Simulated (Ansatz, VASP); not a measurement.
## Se in VASP and in Ansatz

The input INCAR:

```
PREC     = Accurate       # precision mode
ENCUT    = 600            # plane-wave cutoff, eV
EDIFF    = 1E-7           # SCF threshold, eV
ISMEAR   = -1             # smearing method
SIGMA    = 0.05           # smearing width, eV
LREAL    = False          # projectors in reciprocal space
LASPH    = True           # aspherical terms in the spheres
NELM     = 80             # most SCF steps
ALGO     = Normal         # electronic algorithm
ISIF     = 3              # what is computed and relaxed
LWAVE    = False          # write WAVECAR
LCHARG   = False          # write CHGCAR
GGA      = PS             # functional
IBRION   = 2              # ionic algorithm
NSW      = 100            # ionic steps
EDIFFG   = -0.002         # ionic threshold
```

Contents of KPOINTS:

```
regular mesh
0
Gamma
  8 8 8
```

POSCAR

```
Se
1.0
    4.3662000000      0.0000000000      0.0000000000
   -2.1831000000      3.7812401180      0.0000000000
    0.0000000000      0.0000000000      4.9536000000
Se
3
Direct
    0.2254000000      0.0000000000      0.3333333333
    0.0000000000      0.2254000000      0.6666666667
    0.7746000000      0.7746000000      0.0000000000
```

Input for Ansatz:

```yaml
crystal:
  lattice:
    - [4.3662, 0.0, 0.0]
    - [-2.1831, 3.781240118, 0.0]
    - [0.0, 0.0, 4.9536]
  atoms:
    - { symbol: Se, position: [0.2254, 0.0, 0.333333333333] }
    - { symbol: Se, position: [0.0, 0.2254, 0.666666666667] }
    - { symbol: Se, position: [0.7746, 0.7746, 0.0] }
kpoints:
  mp_grid: { grid: [8, 8, 8] }
scf:
  occupations: { method: fermi_dirac, width: 0.05 }
hamiltonian:
  xc: pbesol
  pseudopotentials: { kind: paw }
relax:
  f_tol: 0.002
  max_steps: 80
  cell: {}
output:
  forces: true
  stress: true
  write_density: true
  write_potential: true
  elf: true
  volumetric_format: npy
```

Alike in both runs: task relaxation of cell and atoms; functional PBEsol; k mesh 8 × 8 × 8; occupations fermi-dirac, width 0.05 eV; no spin polarisation.

|  | VASP | Ansatz |
| --- | --- | --- |
| version | VASP 6.6.1 | Ansatz 0.2.0 |
| potentials or method | VASP PAW PBE potentials, release 64 (Se) | PAW with Ansatz's default frozen-core files, scalar-relativistic |
| plane-wave cutoff (eV) | 600 | 420 |
| valence electrons in the cell | 18 | 48 |

Ansatz gave:

- relaxed volume (Å³/atom): 24.11
- relaxed length of the cell vector where the two differ most in proportion (Å): 5.123

What did VASP give for the same quantities?

Relaxed volume (Å³/atom): 24.10; relaxed length of the cell vector where the two differ most in proportion (Å): 5.129.

VASP's potentials were made for PBE, not for PBEsol. VASP's potentials hold 18 valence electrons a cell and Ansatz's 48, so a difference there can come from the potentials and not from the codes.
